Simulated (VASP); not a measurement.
Runs of VASP 6.6.1 on SbS2. The structure is that of space group Cmcm (No. 63), or close to it. The cells are those of the table. 

```tsv
task	cell	k mesh	cutoff (eV)	gap on the mesh (eV)	pressure (GPa)	largest force (eV/Å)
single point	a = 5.752, b = 5.752, c = 5.179 Å, angles 90.0, 90.0, 55.2°, 6 atoms	8 × 8 × 8	520	none	-0.2	0.02
single point	a = 5.511, b = 5.511, c = 5.295 Å, angles 90.0, 90.0, 59.1°, 6 atoms	4 × 4 × 4	520	none	(a)	0.86
single point	a = 5.636, b = 5.636, c = 5.137 Å, angles 90.0, 90.0, 53.8°, 6 atoms	4 × 4 × 4	520	none	-0.2	0.03
relaxation of cell and atoms	relaxed from a = 5.511, b = 5.511, c = 5.295 Å, angles 90.0, 90.0, 59.1°, 6 atoms	4 × 4 × 4	600	none	0.0	0.03
```

Alike in all rows: level PBE; potentials or basis VASP PAW PBE potentials, release 64 (Sb, S); no spin polarisation; smearing gaussian 0.1 eV.

**Question.** Estimate the missing entries.

**Answer.** (a) -8.7.

Caveats: spin-orbit coupling is left out, which moves the levels of the heavy elements.

A k mesh can miss the band edges, and the runs leave out spin-orbit coupling on Sb.

A gap of «none» marks levels without a gap at the run's occupations.
